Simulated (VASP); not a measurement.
# MoS2 (P-3m1) in VASP: a series of runs

MoS2 is run at these levels: PBE-based screened hybrid; tasks: single point.

Everything below comes from runs of VASP 6.6.1. Logs are shortened: lines on timing, memory, paths and dates and some standing lists are left out, and cuts for length are marked.

## 1. The cell of the first run

The structure is trigonal, space group P-3m1 (No. 164). Conventional cell: a = 3.227 Å, b = 3.227 Å, c = 6.312 Å, α = 90.00°, β = 90.00°, γ = 120.00°. Mo (site symmetry -3m) has 6 S at 2.42 Å within 3.2 Å. Within 3.2 Å of S (site symmetry 3m) lie 3 Mo at 2.42 Å.

## 2. Single point, PBE-based screened hybrid

The input, POSCAR:

```
MoS2
1.0
    3.2274645616      0.0000000000      0.0000000000
   -1.6137322808      2.7950663001      0.0000000000
    0.0000000000      0.0000000000      6.3124734200
Mo S
1 2
Direct
    0.0000000000      0.0000000000      0.5000000000
    0.6666666667      0.3333333333      0.7446806800
    0.3333333333      0.6666666667      0.2553193200
```

The input, INCAR.step1:

```
PREC     = Accurate       # precision mode
ENCUT    = 520            # plane-wave cutoff, eV
EDIFF    = 1E-5           # SCF threshold, eV
ISMEAR   = -1             # smearing method
SIGMA    = 0.05           # smearing width, eV
LREAL    = F              # projectors in reciprocal space
LASPH    = T              # aspherical terms in the spheres
NELM     = 80             # most SCF steps
ALGO     = Normal         # electronic algorithm
ISIF     = 2              # what is computed and relaxed
LWAVE    = T              # write WAVECAR
LCHARG   = F              # write CHGCAR
NBANDS   = 20             # bands
GGA      = PE             # functional
```

The input, INCAR.step2:

```
PREC     = Accurate       # precision mode
ENCUT    = 520            # plane-wave cutoff, eV
EDIFF    = 1E-6           # SCF threshold, eV
ISMEAR   = -1             # smearing method
SIGMA    = 0.05           # smearing width, eV
LREAL    = F              # projectors in reciprocal space
LASPH    = T              # aspherical terms in the spheres
NELM     = 80             # most SCF steps
ALGO     = Normal         # electronic algorithm
ISIF     = 2              # what is computed and relaxed
LWAVE    = F              # write WAVECAR
LCHARG   = F              # write CHGCAR
GGA      = PE             # functional
LHFCALC  = T              # exact exchange
AEXX     = 0.25           # exact-exchange fraction
HFSCREEN = 0.2            # screening, 1/A
PRECFOCK = Normal       
NBANDS   = 20             # bands
ISTART   = 1
```

The input, KPOINTS:

```
regular mesh
0
Gamma
  5 5 2
```

Potentials or basis: VASP PAW PBE potentials, release 64 (Mo_sv, S).

Started as:

```bash
$ cat potpaw_PBE.64/Mo_sv/POTCAR potpaw_PBE.64/S/POTCAR > POTCAR
$ cp INCAR.step1 INCAR
$ mpirun -np 1 vasp_std > vasp.out
$ cp INCAR.step2 INCAR
$ mpirun -np 1 vasp_std > vasp.out
```

OUTCAR:

```text
PREC = Accurate
   ENCUT = 520
   EDIFF = 1E-6
   ISMEAR = -1
   LREAL = F
   LASPH = T
   NELM = 80
   ISIF = 2
   GGA = PE
   LHFCALC = T
   AEXX = 0.25
   HFSCREEN = 0.2
   PRECFOCK = Normal
   ISTART = 1

 ion  position               nearest neighbor table
   1  0.000  0.000  0.500-   2 2.42   3 2.42   3 2.42   2 2.42   2 2.42   3 2.42
   2  0.667  0.333  0.745-   1 2.42   1 2.42   1 2.42
   3  0.333  0.667  0.255-   1 2.42   1 2.42   1 2.42

  LATTYP: Found a hexagonal cell.
 ALAT       =     3.2274645616
 C/A-ratio  =     1.9558614199

  Lattice vectors:

 A1 = (   3.2274645616,   0.0000000000,   0.0000000000)
 A2 = (  -1.6137322808,   2.7950663001,   0.0000000000)
 A3 = (   0.0000000000,   0.0000000000,   6.3124734200)

Analysis of symmetry for initial positions (statically):
=====================================================================
 Subroutine PRICEL returns:
 Original cell was already a primitive cell.

 Routine SETGRP: Setting up the symmetry group for a
 hexagonal supercell.

 Subroutine GETGRP returns: Found 12 space group operations
 (whereof 12 operations were pure point group operations)
 out of a pool of 24 trial point group operations.

The static configuration has the point symmetry D_3d.

Analysis of symmetry for dynamics (positions and initial velocities):
=====================================================================
 Subroutine PRICEL returns:
 Original cell was already a primitive cell.

 Routine SETGRP: Setting up the symmetry group for a
 hexagonal supercell.

 Subroutine GETGRP returns: Found 12 space group operations
 (whereof 12 operations were pure point group operations)
 out of a pool of 24 trial point group operations.

The dynamic configuration has the point symmetry D_3d.

 Subroutine INISYM returns: Found 12 space group operations
 (whereof 12 operations are pure point group operations),
 and found     1 'primitive' translations

----------------------------------------------------------------------------------------

                                     Primitive cell

  volume of cell :      56.9447

  direct lattice vectors                    reciprocal lattice vectors
     3.227464562  0.000000000  0.000000000     0.309840737  0.178886633  0.000000000
    -1.613732281  2.795066300  0.000000000     0.000000000  0.357773266  0.000000000
     0.000000000  0.000000000  6.312473420     0.000000000  0.000000000  0.158416509

  length of vectors
     3.227464562  3.227464562  6.312473420     0.357773266  0.357773266  0.158416509

  position of ions in fractional coordinates (direct lattice)
     0.000000000  0.000000000  0.500000000
     0.666666667  0.333333333  0.744680680
     0.333333333  0.666666667  0.255319320

  ion indices of the primitive-cell ions
   primitive index   ion index
                 1           1
                 2           2
                 3           3

----------------------------------------------------------------------------------------

 KPOINTS: regular mesh

Automatic generation of k-mesh.
 Grid dimensions read from file:
 generate k-points for:    5    5    2

 Generating k-lattice:

  Cartesian coordinates                     Fractional coordinates (reciprocal lattice)
     0.061968147  0.035777327  0.000000000     0.200000000  0.000000000  0.000000000
     0.000000000  0.071554653  0.000000000     0.000000000  0.200000000  0.000000000
     0.000000000  0.000000000  0.079208254     0.000000000  0.000000000  0.500000000

  Length of vectors
     0.071554653  0.071554653  0.079208254

  Shift w.r.t. Gamma in fractional coordinates (k-lattice)
     0.000000000  0.000000000  0.000000000

 Subroutine IBZKPT returns following result:
 ===========================================

 Found     10 irreducible k-points:

 Following reciprocal coordinates:
            Coordinates               Weight
  0.000000  0.000000  0.000000      1.000000
  0.200000 -0.000000  0.000000      6.000000
  0.400000  0.000000  0.000000      6.000000
  0.200000  0.200000  0.000000      6.000000
  0.400000  0.200000  0.000000      6.000000
  0.000000  0.000000  0.500000      1.000000
  0.200000 -0.000000  0.500000      6.000000
  0.400000  0.000000  0.500000      6.000000
  0.200000  0.200000  0.500000      6.000000
  0.400000  0.200000  0.500000      6.000000
   k-points           NKPTS =     10   k-points in BZ     NKDIM =     50   number of bands    NBANDS=     20
   number of dos      NEDOS =    301   number of ions     NIONS =      3
   total plane-waves  NPLWV =  27648
   dimension x,y,z NGX =    24 NGY =   24 NGZ =   48
   dimension x,y,z NGXF=    48 NGYF=   48 NGZF=   96
   ions per type =               1   2
   NGX,Y,Z   is equivalent  to a cutoff of  12.36, 12.36, 12.64 a.u.
   NGXF,Y,Z  is equivalent  to a cutoff of  24.72, 24.72, 25.28 a.u.
 SYSTEM =  unknown system
   PREC   = accura    normal or accurate (medium, high low for compatibility)
   ISTART =      1    job   : 0-new  1-cont  2-samecut
   ICHARG =      0    charge: 1-file 2-atom 10-const
   ISPIN  =      1    spin polarized calculation?
   LNONCOLLINEAR =      F non collinear calculations
   LSORBIT =      F    spin-orbit coupling
   LASPH  =      T    aspherical Exc in radial PAW
   ENCUT  =  520.0 eV  38.22 Ry    6.18 a.u.   6.00  6.00 11.74*2*pi/ulx,y,z
   NELM   =     80;   NELMIN=  2; NELMDL=  0     # of ELM steps
   EDIFF  = 0.1E-05   stopping-criterion for ELM
   LREAL  =      F    real-space projection
   EDIFFG = 0.1E-04   stopping-criterion for IOM
   NSW    =      0    number of steps for IOM
   IBRION =     -1    ionic relax: 0-MD 1-quasi-New 2-CG
   NFREE  =      0    steps in history (QN), initial steepest desc. (CG)
   ISIF   =      2    stress and relaxation
   ISYM   =      3    0-nonsym 1-usesym 2-fastsym
   POTIM  = 0.5000    time-step for ionic-motion
   TEBEG  =    0.0;   TEEND  =   0.0 temperature during run
   PSTRESS=    0.0 pullay stress
   NELECT =      26.0000    total number of electrons
   NUPDOWN=      -1.0000    fix difference up-down
   EMIN   =  10.00;   EMAX   =-10.00  energy-range for DOS
   EFERMI =   0.00;   METHOD = LEGACY
   ISMEAR =    -1;   SIGMA  =   0.05  broadening in eV -4-tet -1-fermi 0-gaus
   EFERMI_NEDOS =   21; number of points for ismear=-14 and -15
   IALGO  =     38    algorithm
   IMIX   =      1    mixing-type and parameters
     AMIX     =   0.40;   BMIX     =  1.00
     AMIX_MAG =   1.60;   BMIX_MAG =  1.00
  volume/ion in A,a.u.               =      18.98       128.09
  Fermi-wavevector in a.u.,A,eV,Ry     =   1.260612  2.382212 21.621610  1.589144
  Thomas-Fermi vector in A             =   2.394113
   LORBIT       =      0    0 simple, 1 ext, 2 COOP (PROOUT), +10 PAW based schemes
   GGA     = PE    functional components
   LHFCALC =     T    Hartree Fock is set to
   PRECFOCK=normal    Normal, Fast or Accurate (Low or Medium for compatibility)
   ENCUT4O =  -1.0   cutoff for four orbital integrals eV
   NKREDX  =     1    reduce k-point grid by
   NKREDY  =     1    reduce k-point grid by
   NKREDZ  =     1    reduce k-point grid by
   AEXX    =    0.2500 exact exchange contribution
   HFSCREEN=    0.2000 screening length (either q_TF or 0.3 A-1)
   HFSCREENC=   0.2000 screening length for correlation (either q_TF or 0.3 A-1)
   ENCUTFOCK=  -1.0 apply spherical cutoff to Coloumb kernel
   IVDW    =     0    specifies the selected vdW correction
   LEPSILON=     F    determine dielectric tensor
   LRPA    =     F    only Hartree local field effects (RPA)
 non-spin polarized calculation
  energy-cutoff  :      520.00
  volume of cell :       56.94
 maximum number of plane-waves:      1546
  NGX = 20; NGY = 20; NGZ = 40

 number of electron      26.0000001 magnetization

 Free energy of the ion-electron system (eV)
  ---------------------------------------------------
  ext. energy  EPLUGINS =         0.00000000
  ---------------------------------------------------
  free energy    TOTEN  =       -25.15308360 eV

  energy without entropy =      -25.14269062  energy(sigma->0) =      -25.14788711

 E-fermi :   6.5806     XC(G=0):  -8.6156

 val. band max:        6.3328377623   @ k =   0.2000   0.2000   0.5000
 cond. band min:       6.5929719041   @ k =   0.4000   0.2000   0.0000
 fundamental gap:      0.2601341418
 Fermi energy:         6.5806165485

 k-point     1 :       0.0000    0.0000    0.0000
  band No.  band energies     occupation
      1     -59.3230      2.00000
      2     -31.9159      2.00000
      3     -31.8689      2.00000
      4     -31.8689      2.00000
      5      -9.9189      2.00000
      6      -8.3121      2.00000
[... 12 lines left out ...]
     19      13.7100      0.00000
     20      17.1760      0.00000

 k-point     2 :       0.2000   -0.0000    0.0000
  band No.  band energies     occupation
      1     -59.3098      2.00000
      2     -32.0105      2.00000
      3     -31.9023      2.00000
      4     -31.8896      2.00000
      5      -9.2918      2.00000
      6      -8.1844      2.00000
[... 12 lines left out ...]
     19      15.2355      0.00000
     20      16.4585      0.00000

 k-point     3 :       0.4000    0.0000    0.0000
  band No.  band energies     occupation
      1     -59.2884      2.00000
      2     -32.2312      2.00000
      3     -31.9568      2.00000
      4     -31.8459      2.00000
      5      -8.2547      2.00000
      6      -7.6859      2.00000
[... 12 lines left out ...]
     19      14.3304      0.00000
     20      15.4697      0.00000

 k-point     4 :       0.2000    0.2000    0.0000
  band No.  band energies     occupation
      1     -59.2925      2.00000
      2     -32.1540      2.00000
      3     -31.9827      2.00000
      4     -31.8544      2.00000
      5      -8.3157      2.00000
      6      -7.9804      2.00000
[... 107 lines left out ...]
 k-point     9 :       0.2000    0.2000    0.5000
  band No.  band energies     occupation
      1     -59.2925      2.00000
      2     -32.1539      2.00000
      3     -31.9826      2.00000
      4     -31.8546      2.00000
      5      -8.1568      2.00000
      6      -8.1432      2.00000
[... 12 lines left out ...]
     19      15.8689      0.00000
     20      16.3012      0.00000

 k-point    10 :       0.4000    0.2000    0.5000
  band No.  band energies     occupation
      1     -59.2819      2.00000
      2     -32.2207      2.00000
      3     -32.0521      2.00000
      4     -31.8325      2.00000
      5      -7.9357      2.00000
      6      -7.4314      2.00000
[... 12 lines left out ...]
     19      14.8117      0.00000
     20      16.6403      0.00000

------------------------ aborting loop because EDIFF is reached ----------------------------------------

  FORCE on cell =-STRESS in cart. coord.  units (eV):
  Direction    XX          YY          ZZ          XY          YZ          ZX
  --------------------------------------------------------------------------------------
  -------------------------------------------------------------------------------------
  Total       -1.2396135     -1.2396135     -1.1179470     -0.0000000      0.0000000      0.0000000
  in kB      -34.8773684    -34.8773684    -31.4542008     -0.0000000      0.0000000      0.0000000
  external PRESSURE =     -33.7363125 kB  Pullay stress =       0.0000000 kB

 VOLUME and BASIS-vectors are now :
 -----------------------------------------------------------------------------
  energy-cutoff  :      520.00
  volume of cell :       56.94
      direct lattice vectors                 reciprocal lattice vectors
     3.227464562  0.000000000  0.000000000     0.309840737  0.178886633  0.000000000
    -1.613732281  2.795066300  0.000000000     0.000000000  0.357773266  0.000000000
     0.000000000  0.000000000  6.312473420     0.000000000  0.000000000  0.158416509

 POSITION                                       TOTAL-FORCE (eV/Angst)
 -----------------------------------------------------------------------------------
      0.00000      0.00000      3.15624        -0.000000      0.000000      0.000000
      1.61373      0.93169      4.70078         0.000000      0.000000     -0.379673
     -0.00000      1.86338      1.61170         0.000000     -0.000000      0.379673
 -----------------------------------------------------------------------------------
    total drift:                               -0.000000      0.000000      0.000000

  FREE ENERGIE OF THE ION-ELECTRON SYSTEM (eV)
  ---------------------------------------------------
  free  energy   TOTEN  =       -25.1530835968 eV

  energy  without entropy=      -25.1426906209  energy(sigma->0) =      -25.14788711
```

It took 16 min on 1 thread of Oxide Virtual Turin-like, shared host; peak memory 0.26 GiB.

What came out:

* Free energy: -25.1531 eV
* Pressure: -3.4 GPa
* Largest force: 0.380 eV/Å
* Band gap on the k mesh: zero (band 13 reaches 6.59 eV, above the bottom of band 14 at 6.21 eV)

Forces on the atoms (eV/Å):
```
Mo   0.000  0.000  0.000
S    0.000  0.000 -0.380
S    0.000  0.000  0.380
```

Stress tensor (GPa, compression positive):
```
-3.49  0.00  0.00
 0.00 -3.49  0.00
 0.00  0.00 -3.15
```

Caveat: the k points lie up to 0.50 Å⁻¹ apart; the PAW data sets were made with another functional, which shifts forces and pressure a little.

## 3. Single point, PBE-based screened hybrid

POSCAR is that of step 2.

The input, INCAR.step1:

```
SYSTEM = MoS2
  ALGO = Normal
  EDIFF = 1E-5
  ENCUT = 520
  GGA = PE
  ISIF = 2
  ISMEAR = -1
  LASPH = .True.
  LREAL = .False.
  LWAVE = .True.
  NBANDS = 20
  NELM = 80
  PREC = Accurate
  SIGMA = 0.05
```

The input, INCAR.step2:

```
SYSTEM = MoS2
  AEXX = 0.3
  ALGO = Normal
  EDIFF = 1E-7
  ENCUT = 520
  GGA = PE
  HFSCREEN = 0.2
  ISIF = 2
  ISMEAR = -1
  ISTART = 1
  LASPH = .True.
  LCHARG = .True.
  LELF = .True.
  LHFCALC = .True.
  LREAL = .False.
  LVHAR = .True.
  LWAVE = .False.
  NBANDS = 20
  NELM = 80
  PREC = Accurate
  PRECFOCK = Normal
  SIGMA = 0.05
```

The input, KPOINTS:

```
k-points
0
Gamma
  5 5 2
  0 0 0
```

Potentials or basis: VASP PAW PBE potentials, release 64 (Mo_sv, S).

Started as:

```bash
$ cat potpaw_PBE.64/Mo_sv/POTCAR potpaw_PBE.64/S/POTCAR > POTCAR
$ cp INCAR.step1 INCAR
$ mpirun -np 1 vasp_std > vasp.out
$ cp INCAR.step2 INCAR
$ mpirun -np 1 vasp_std > vasp.out
```

It took 18 min on 1 thread of Oxide Virtual Turin-like, shared host; peak memory 0.26 GiB.

Results (log left out):

| Item | Value |
| --- | --- |
| Free energy | -25.9999 eV |
| Pressure | -4.2 GPa |
| Largest force | 0.467 eV/Å |
| Band gap on the k mesh | zero (band 13 reaches 6.56 eV, above the bottom of band 14 at 6.14 eV) |

Forces in eV/Å, atoms in the order of the input:
```
Mo   0.000  0.000  0.000
S    0.000  0.000 -0.467
S    0.000  0.000  0.467
```

Stress tensor (GPa, compression positive):
```
-4.40  0.00  0.00
 0.00 -4.40  0.00
 0.00  0.00 -3.93
```

Levels at points of the mesh, in eV from the Fermi level:
```tsv
k point	band 9	band 10	band 11	band 12	band 13	band 14	band 15	band 16	band 17	band 18
(0.00, 0.00, 0.00)	-4.63	-2.26	-1.11	-0.97	-0.97	-0.32	-0.32	4.16	4.16	6.96
(0.00, 0.00, 0.50)	-4.62	-4.17	-0.98	-0.98	-0.40	-0.40	-0.02	4.34	4.34	6.92
```

Caveat: the k points lie up to 0.50 Å⁻¹ apart; the PAW data sets were made with another functional, which shifts forces and pressure a little.

(Part 1 of 2 ends here.)
